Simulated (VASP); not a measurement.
# ZrF3 in VASP: notebook, part 2 of 2

VASP 6.6.1. Earlier steps stand in the parts before.

## (3) Relaxation of cell and atoms, PBE

The input, INCAR:

```
SYSTEM = ZrF3
  ALGO = Normal
  EDIFF = 1E-7
  EDIFFG = -0.04
  ENCUT = 600
  GGA = PE
  IBRION = 2
  ISIF = 3
  ISMEAR = 0
  LASPH = .True.
  LCHARG = .False.
  LREAL = .False.
  LWAVE = .False.
  NELM = 100
  NSW = 90
  PREC = Accurate
  SIGMA = 0.1
```

The input, KPOINTS:

```
k-points
0
Gamma
  6 6 4
  0 0 0
```

The input, POSCAR:

```
ZrF3
1.0
    3.0847875018      0.0000000000      0.0000000000
    0.0000000000      3.0847875018      0.0000000000
    0.0000000000      0.0000000000      4.4606682751
Zr F
1 3
Direct
    0.0000000000      0.0000000000      0.0000000000
    0.5000000000      0.5000000000      0.7653035500
    0.0000000000      0.0000000000      0.5000000000
    0.5000000000      0.5000000000      0.2346964500
```

Potentials or basis: VASP PAW PBE potentials, release 64 (Zr_sv, F).

Command:

```bash
$ cat potpaw_PBE.64/Zr_sv/POTCAR potpaw_PBE.64/F/POTCAR > POTCAR
$ mpirun -np 1 vasp_std > vasp.out
```

OUTCAR:

```text
SYSTEM = ZrF3
   EDIFF = 1E-7
   EDIFFG = -0.04
   ENCUT = 600
   GGA = PE
   IBRION = 2
   ISIF = 3
   ISMEAR = 0
   LASPH = .True.
   LREAL = .False.
   NELM = 100
   NSW = 90
   PREC = Accurate

 ion  position               nearest neighbor table
   1  0.000  0.000  0.000-   3 2.23   3 2.23   4 2.42   2 2.42   2 2.42   4 2.42   2 2.42   4 2.42
                             2 2.42   4 2.42
   2  0.500  0.500  0.765-   1 2.42   1 2.42   1 2.42   1 2.42
   3  0.000  0.000  0.500-   1 2.23   1 2.23
   4  0.500  0.500  0.235-   1 2.42   1 2.42   1 2.42   1 2.42

  LATTYP: Found a simple tetragonal cell.
 ALAT       =     3.0847875018
 C/A-ratio  =     1.4460212486

  Lattice vectors:

 A1 = (   3.0847875018,   0.0000000000,   0.0000000000)
 A2 = (   0.0000000000,   3.0847875018,   0.0000000000)
 A3 = (   0.0000000000,   0.0000000000,   4.4606682751)

Analysis of symmetry for initial positions (statically):
=====================================================================
 Subroutine PRICEL returns:
 Original cell was already a primitive cell.

 Routine SETGRP: Setting up the symmetry group for a
 simple tetragonal supercell.

 Subroutine GETGRP returns: Found 16 space group operations
 (whereof 16 operations were pure point group operations)
 out of a pool of 16 trial point group operations.

The static configuration has the point symmetry D_4h.

Analysis of symmetry for dynamics (positions and initial velocities):
=====================================================================
 Subroutine PRICEL returns:
 Original cell was already a primitive cell.

 Routine SETGRP: Setting up the symmetry group for a
 simple tetragonal supercell.

 Subroutine GETGRP returns: Found 16 space group operations
 (whereof 16 operations were pure point group operations)
 out of a pool of 16 trial point group operations.

The dynamic configuration has the point symmetry D_4h.

 Subroutine INISYM returns: Found 16 space group operations
 (whereof 16 operations are pure point group operations),
 and found     1 'primitive' translations

----------------------------------------------------------------------------------------

                                     Primitive cell

  volume of cell :      42.4473

  direct lattice vectors                    reciprocal lattice vectors
     3.084787502  0.000000000  0.000000000     0.324171438  0.000000000  0.000000000
     0.000000000  3.084787502  0.000000000     0.000000000  0.324171438  0.000000000
     0.000000000  0.000000000  4.460668275     0.000000000  0.000000000  0.224181656

  length of vectors
     3.084787502  3.084787502  4.460668275     0.324171438  0.324171438  0.224181656

  position of ions in fractional coordinates (direct lattice)
     0.000000000  0.000000000  0.000000000
     0.500000000  0.500000000  0.765303550
     0.000000000  0.000000000  0.500000000
     0.500000000  0.500000000  0.234696450

  ion indices of the primitive-cell ions
   primitive index   ion index
                 1           1
                 2           2
                 3           3
                 4           4

----------------------------------------------------------------------------------------

 KPOINTS: k-points

[... 27 lines left out ...]
  0.500000  0.000000  0.000000      2.000000
  0.166667  0.166667  0.000000      4.000000
  0.333333  0.166667  0.000000      8.000000
[... 16 lines left out ...]
  0.333333  0.000000  0.500000      4.000000
  0.500000  0.000000  0.500000      2.000000
 [... further k-points ...]
   k-points           NKPTS =     30   k-points in BZ     NKDIM =     30   number of bands    NBANDS=     20
   number of dos      NEDOS =    301   number of ions     NIONS =      4
   total plane-waves  NPLWV =  28224
   dimension x,y,z NGX =    28 NGY =   28 NGZ =   36
   dimension x,y,z NGXF=    56 NGYF=   56 NGZF=   72
   ions per type =               1   3
   NGX,Y,Z   is equivalent  to a cutoff of  15.09, 15.09, 13.42 a.u.
   NGXF,Y,Z  is equivalent  to a cutoff of  30.18, 30.18, 26.83 a.u.
 SYSTEM =  ZrF3
   PREC   = accura    normal or accurate (medium, high low for compatibility)
   ISTART =      0    job   : 0-new  1-cont  2-samecut
   ICHARG =      2    charge: 1-file 2-atom 10-const
   ISPIN  =      1    spin polarized calculation?
   LNONCOLLINEAR =      F non collinear calculations
   LSORBIT =      F    spin-orbit coupling
   LASPH  =      T    aspherical Exc in radial PAW
   ENCUT  =  600.0 eV  44.10 Ry    6.64 a.u.   6.16  6.16  8.91*2*pi/ulx,y,z
   NELM   =    100;   NELMIN=  2; NELMDL= -5     # of ELM steps
   EDIFF  = 0.1E-06   stopping-criterion for ELM
   LREAL  =      F    real-space projection
   EDIFFG = -.4E-01   stopping-criterion for IOM
   NSW    =     90    number of steps for IOM
   IBRION =      2    ionic relax: 0-MD 1-quasi-New 2-CG
   NFREE  =      1    steps in history (QN), initial steepest desc. (CG)
   ISIF   =      3    stress and relaxation
   ISYM   =      2    0-nonsym 1-usesym 2-fastsym
   POTIM  = 0.5000    time-step for ionic-motion
   TEBEG  =    0.0;   TEEND  =   0.0 temperature during run
   PSTRESS=    0.0 pullay stress
   NELECT =      33.0000    total number of electrons
   NUPDOWN=      -1.0000    fix difference up-down
   EMIN   =  10.00;   EMAX   =-10.00  energy-range for DOS
   EFERMI =   0.00;   METHOD = LEGACY
   ISMEAR =     0;   SIGMA  =   0.10  broadening in eV -4-tet -1-fermi 0-gaus
   EFERMI_NEDOS =   21; number of points for ismear=-14 and -15
   IALGO  =     38    algorithm
   IMIX   =      4    mixing-type and parameters
     AMIX     =   0.40;   BMIX     =  1.00
     AMIX_MAG =   1.60;   BMIX_MAG =  1.00
  volume/ion in A,a.u.               =      10.61        71.61
  Fermi-wavevector in a.u.,A,eV,Ry     =   1.505322  2.844646 30.830714  2.265994
  Thomas-Fermi vector in A             =   2.616186
   LORBIT       =      0    0 simple, 1 ext, 2 COOP (PROOUT), +10 PAW based schemes
   GGA     = PE    functional components
   LHFCALC =     F    Hartree Fock is set to
   AEXX    =    0.0000 exact exchange contribution
   IVDW    =     0    specifies the selected vdW correction
   LEPSILON=     F    determine dielectric tensor
   LRPA    =     F    only Hartree local field effects (RPA)
 conjugate gradient relaxation of ions
 non-spin polarized calculation
 Gauss-broadening in eV      SIGMA  =   0.10
  energy-cutoff  :      600.00
  volume of cell :       42.45
 maximum number of plane-waves:      1436
 NGX is ok and might be reduce to    28
   NGX = 13   NGY = 13   NGZ = 17

--------------------------------------- Ionic step        1  -------------------------------------------

 number of electron      33.0000001 magnetization

 Free energy of the ion-electron system (eV)
  ---------------------------------------------------
  ext. energy  EPLUGINS =         0.00000000
  ---------------------------------------------------
  free energy    TOTEN  =       -25.09958274 eV

  energy without entropy =      -25.08860511  energy(sigma->0) =      -25.09409392

------------------------ aborting loop because EDIFF is reached ----------------------------------------

  FORCE on cell =-STRESS in cart. coord.  units (eV):
  Direction    XX          YY          ZZ          XY          YZ          ZX
  --------------------------------------------------------------------------------------
  -------------------------------------------------------------------------------------
  Total        0.0776113      0.0776113     -0.4975834      0.0000000      0.0000000     -0.0000000
  in kB        2.9294438      2.9294438    -18.7813150      0.0000000      0.0000000     -0.0000000
  external PRESSURE =      -4.3074758 kB  Pullay stress =       0.0000000 kB
[... 101 lines left out ...]
--------------------------------------- Ionic step        4  -------------------------------------------

 number of electron      32.9999994 magnetization

 Free energy of the ion-electron system (eV)
  ---------------------------------------------------
  ext. energy  EPLUGINS =         0.00000000
  ---------------------------------------------------
  free energy    TOTEN  =       -25.10094470 eV

  energy without entropy =      -25.08981038  energy(sigma->0) =      -25.09537754

 E-fermi :   7.6311     XC(G=0): -11.5392

 val. band max:        7.5878578845   @ k =   0.5000   0.0000   0.2500
 cond. band min:       7.6472636684   @ k =   0.3333   0.1667   0.2500
 fundamental gap:      0.0594057839
 Fermi energy:         7.6311149778

 k-point     1 :       0.0000    0.0000    0.0000
  band No.  band energies     occupation
      1     -43.5159      2.00000
      2     -21.7325      2.00000
      3     -21.0857      2.00000
      4     -21.0857      2.00000
      5     -18.2391      2.00000
      6     -16.4262      2.00000
[... 541 lines left out ...]
     19       9.9719      0.00000
     20      10.5833      0.00000

 [... further k-points ...]
[... 5 lines left out ...]
  --------------------------------------------------------------------------------------
  -------------------------------------------------------------------------------------
  Total        0.0033198      0.0033198     -0.0178201      0.0000000      0.0000000      0.0000000
  in kB        0.1255221      0.1255221     -0.6737901      0.0000000      0.0000000      0.0000000
  external PRESSURE =      -0.1409153 kB  Pullay stress =       0.0000000 kB
[... 19 lines left out ...]
  FREE ENERGIE OF THE ION-ELECTRON SYSTEM (eV)
  ---------------------------------------------------
  free  energy   TOTEN  =       -25.1009447036 eV

  energy  without entropy=      -25.0898103751  energy(sigma->0) =      -25.09537754

 reached required accuracy - stopping structural energy minimisation
```

OSZICAR:

```text
N       E                     dE             d eps       ncg     rms          rms(c)
DAV:   1     0.305169901616E+03    0.30517E+03   -0.21794E+04  1200   0.188E+03
DAV:   2    -0.129567013929E+02   -0.31813E+03   -0.30903E+03  1556   0.450E+02
DAV:   3    -0.284970958632E+02   -0.15540E+02   -0.15451E+02  1544   0.997E+01
[... 40 lines left out ...]
DAV:   4    -0.251009474626E+02    0.25509E-04   -0.76154E-05  1640   0.760E-02    0.149E-02
DAV:   5    -0.251009458381E+02    0.16244E-05   -0.56931E-06  1472   0.216E-02    0.780E-03
DAV:   6    -0.251009448706E+02    0.96752E-06   -0.97007E-07  1424   0.996E-03    0.132E-03
DAV:   7    -0.251009447410E+02    0.12961E-06   -0.57898E-08   748   0.219E-03    0.502E-04
DAV:   8    -0.251009447036E+02    0.37463E-07   -0.10001E-08   668   0.106E-03
   4 F= -.25100945E+02 E0= -.25095378E+02  d E =-.317402E-03
```

CONTCAR:

```text
ZrF3
   1.00000000000000
     3.0896090471749798    0.0000000000000000   -0.0000000000000000
     0.0000000000000000    3.0896090471749798   -0.0000000000000000
    -0.0000000000000000    0.0000000000000000    4.4390498176646611
  Zr              F
     1     3
Direct
     0.0000000000000000    0.0000000000000000    0.0000000000000000
     0.5000000000000000    0.5000000000000000    0.7644116677547210
     0.0000000000000000    0.0000000000000000    0.5000000000000000
     0.5000000000000000    0.5000000000000000    0.2355883322452790

  0.00000000E+00  0.00000000E+00  0.00000000E+00
  0.00000000E+00  0.00000000E+00  0.00000000E+00
  0.00000000E+00  0.00000000E+00  0.00000000E+00
  0.00000000E+00  0.00000000E+00  0.00000000E+00
```

It took 74 s on 1 thread of Intel Xeon Platinum 8488C (Sapphire Rapids), shared host; peak memory 0.19 GiB.

What came out:

```yaml
Free_energy: -25.1009 eV
Relaxed_volume: 10.59 Å³/atom
Relaxed_cell: a = 3.090 Å, b = 3.090 Å, c = 4.439 Å, α = 90.00°, β = 90.00°, γ = 90.00°
Space_group_after_relaxing_to_0.05_Å: P4/mmm (No. 123)
Energy_gained_by_relaxing: 0.3 meV/atom
Ionic_steps: 4
Pressure_after_relaxing: 0.0 GPa
Largest_force_after_relaxing: 0.014 eV/Å
```

Forces in eV/Å, atoms in the order of the input:
```
Zr   0.000  0.000  0.000
F    0.000  0.000  0.014
F    0.000  0.000  0.000
F    0.000  0.000 -0.014
```

Stress tensor (GPa, compression positive):
```
 0.01  0.00  0.00
 0.00  0.01  0.00
 0.00  0.00 -0.07
```

Step by step:
```
step  energy change (eV)  largest force (eV/Å)  pressure (GPa)  volume (Å³)
   1              0.0000                0.0084           -0.43        42.45
   2             -0.0007                0.1210            0.55        42.27
   3             -0.0010                0.0808            0.20        42.33
   4             -0.0014                0.0140           -0.01        42.37
```

Final structure:
```
CELL_PARAMETERS angstrom
3.08961 0.00000 0.00000
0.00000 3.08961 0.00000
0.00000 0.00000 4.43905
ATOMIC_POSITIONS crystal
Zr 0.00000 0.00000 0.00000
F 0.50000 0.50000 0.76441
F 0.00000 0.00000 0.50000
F 0.50000 0.50000 0.23559
```

Caveat: an odd number of electrons without spin polarisation forces a metal; a magnetic or distorted state may lie lower.

## (4) Single point, PBE, collinear spin, ferromagnetic start

The input, INCAR:

```
SYSTEM = ZrF3
ALGO = Normal ; EDIFF = 1E-7
ENCUT = 520 ; GGA = PE
ISIF = 2 ; ISMEAR = 0
ISPIN = 2 ; LASPH = .TRUE.
LCHARG = .FALSE. ; LMAXMIX = 4
LORBIT = 11 ; LREAL = .FALSE.
LWAVE = .FALSE. ; MAGMOM = 1 0 0 0
NBANDS = 28 ; NELM = 150
PREC = Accurate ; SIGMA = 0.1
```

The input, KPOINTS:

```
k-points
0
G
  6 6 4
  0 0 0
```

The input, POSCAR:

```
ZrF3
1.0
    3.0902637410      0.0000000000      0.0000000000
    0.0000000000      3.0902637410      0.0000000000
    0.0000000000      0.0000000000      4.4438346636
Zr F
1 3
Direct
    0.0000000000      0.0000000000      0.0000000000
    0.5000000000      0.5000000000      0.7648664381
    0.0000000000      0.0000000000      0.5000000000
    0.5000000000      0.5000000000      0.2351335619
```

Command:

```bash
$ cat potpaw_PBE.64/Zr_sv/POTCAR potpaw_PBE.64/F/POTCAR > POTCAR
$ mpirun -np 1 vasp_std > vasp.out
```

It took 42 s on 1 thread of Intel Xeon Platinum 8488C (Sapphire Rapids), shared host; peak memory 0.19 GiB.

It converged, with:

```yaml
Free_energy: -25.1009 eV
Pressure: 0.0 GPa
Largest_force: 0.018 eV/Å
Net_moment: 0.25 μB per cell
Site_moments: Zr +0.17; F +0.01, -0.00 μB
Valence_electrons_inside_the_program's_atomic_spheres: Zr 9.49; F 6.08, 6.11
```

Forces on the atoms (eV/Å):
```
Zr   0.000  0.000  0.000
F    0.000  0.000 -0.018
F    0.000  0.000  0.000
F    0.000  0.000  0.018
```

Stress tensor (GPa, compression positive):
```
 0.14  0.00  0.00
 0.00  0.14  0.00
 0.00  0.00 -0.37
```

Levels at points of the mesh, in eV from the Fermi level:
Spin up:
```csv
k point,band 14,band 15,band 16,band 17,band 18,band 19,band 20,band 21
"(0.00, 0.00, 0.00)",-3.96,-3.96,-3.26,-3.16,0.48,2.43,2.74,2.74
"(0.50, 0.00, 0.00)",-4.60,-4.32,-3.43,-0.47,0.12,1.68,2.72,2.87
"(0.50, 0.50, 0.00)",-4.14,-4.14,-3.32,1.84,2.23,2.23,2.72,3.93
"(0.00, 0.00, 0.50)",-5.03,-3.78,-3.78,-3.12,1.12,2.44,3.08,3.08
"(0.50, 0.00, 0.50)",-5.89,-4.56,-4.23,-0.01,1.08,2.32,2.95,4.52
"(0.50, 0.50, 0.50)",-4.92,-3.88,-3.88,2.11,2.48,2.48,3.93,4.90
```
Spin down:
| k point | band 14 | band 15 | band 16 | band 17 | band 18 | band 19 |
| --- | --- | --- | --- | --- | --- | --- |
| (0.00, 0.00, 0.00) | -3.95 | -3.95 | -3.25 | -2.73 | 0.70 | 2.48 |
| (0.50, 0.00, 0.00) | -4.60 | -4.32 | -3.42 | -0.15 | 0.22 | 1.77 |
| (0.50, 0.50, 0.00) | -4.13 | -4.13 | -3.31 | 1.90 | 2.33 | 2.33 |
| (0.00, 0.00, 0.50) | -5.03 | -3.77 | -3.77 | -2.68 | 1.36 | 2.49 |
| (0.50, 0.00, 0.50) | -5.86 | -4.56 | -4.21 | 0.32 | 1.17 | 2.40 |
| (0.50, 0.50, 0.50) | -4.91 | -3.87 | -3.87 | 2.17 | 2.58 | 2.58 |

## (5) Summary

| task | spin | cell | k mesh | cutoff (eV) | gap on the mesh (eV) | pressure (GPa) | largest force (eV/Å) |
| --- | --- | --- | --- | --- | --- | --- | --- |
| single point | off | a = 3.085, b = 3.085, c = 4.461 Å, 4 atoms | 8 × 8 × 2 | 520 | none | 0.0 | - |
| relaxation of cell and atoms | off | relaxed from a = 3.085, b = 3.085, c = 4.461 Å, 4 atoms | 6 × 6 × 4 | 600 | none | 0.0 | 0.01 |
| single point | collinear, ferromagnetic start | a = 3.090, b = 3.090, c = 4.444 Å, 4 atoms | 6 × 6 × 4 | 520 | none | 0.0 | 0.02 |

Alike in all rows: level PBE; potentials or basis VASP PAW PBE potentials, release 64 (Zr_sv, F); smearing gaussian 0.1 eV.

Caveats: some runs use coarse meshes; an odd number of electrons without spin polarisation forces a metal (some runs); a magnetic or distorted state may lie lower (some runs).

Total energies depend on the potentials used, so only differences within one code and one set of settings carry meaning.
